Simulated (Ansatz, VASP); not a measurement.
This is a calculation of NiO for Ansatz 0.2.0.

File input.yaml:

```yaml
crystal:
  lattice:
    - [0.0, 2.0859016414, 2.0859016414]
    - [2.0859016414, 0.0, 2.0859016414]
    - [2.0859016414, 2.0859016414, 0.0]
  atoms:
    - { symbol: Ni, position: [0.0, 0.0, 0.0], spin: 1.0 }
    - { symbol: O, position: [0.5, 0.5, 0.5] }
hamiltonian:
  xc: blyp
  pseudopotentials: { kind: paw }
  dispersion: d4
magnetization:
  spin_polarized: true
kpoints:
  mp_grid: { grid: [11, 11, 11] }
scf:
  occupations: { method: fermi_dirac, width: 0.05 }
output:
  forces: true
  stress: true
  eigenvalues: true
```

Potentials or basis: Ansatz PAW.

Command:

```console
$ ansatz run input.yaml --threads 2 --pin off --max-ram 5120MiB --backend cpu --events-out ev --progress --plain --runs-dir out
```

Question: Translate it to VASP 6.6.1. Potentials there: VASP PAW PBE potentials, release 64 (Ni_sv_GW, O).

Answer: As run (the cutoff follows the program's own potentials):

File INCAR:

```
  PREC = Accurate
  ENCUT = 700
  EDIFF = 1E-6
  ISMEAR = -1
  SIGMA = 0.05
  LREAL = False
  LASPH = True
  NELM = 200
  ALGO = Normal
  ISIF = 2
  LWAVE = False
  LCHARG = True
  ISPIN = 2
  MAGMOM = 1 0
  LORBIT = 11
  LMAXMIX = 4
  GGA = B5
  ALDAX = 1.0
  AGGAX = 1.0
  AGGAC = 1.0
  ALDAC = 0.0
  IVDW = 13
  VDW_S6 = 1.0
  VDW_S8 = 2.34076671
  VDW_A1 = 0.44488865
  VDW_A2 = 4.0933009
  LELF = True
  LVHAR = True
  NBANDS = 23
  GGA_COMPAT = False
```

File KPOINTS:

```
regular mesh
0
Gamma
  11 11 11
```

File POSCAR:

```
NiO
1.0
    0.0000000000      2.0859016414      2.0859016414
    2.0859016414      0.0000000000      2.0859016414
    2.0859016414      2.0859016414      0.0000000000
Ni O
1 1
Direct
    0.0000000000      0.0000000000      0.0000000000
    0.5000000000      0.5000000000      0.5000000000
```

Potentials or basis: VASP PAW PBE potentials, release 64 (Ni_sv_GW, O).

The run is started by

```console
$ cat potpaw_PBE.64/Ni_sv_GW/POTCAR potpaw_PBE.64/O/POTCAR > POTCAR
$ mpirun -np 1 vasp_std > vasp.out
```

Both were run:

|  | VASP | Ansatz | Ansatz less VASP |
| --- | --- | --- | --- |
| gap on the k mesh at the Fermi level (eV) | none | none | - |
| pressure (GPa) | 4.4 | 4.7 | +0.29 |
| net moment per atom (μB) | 0.84 | 0.83 | 0.000 |
| size of the moment on the site where the two differ most (μB) | 1.38 | 1.35 | -0.030 |

VASP's potentials were made for PBE, not for BLYP. Site moments also hang on the region over which each program counts them. A gap of «none» marks a metal or a gap that the smearing closes.
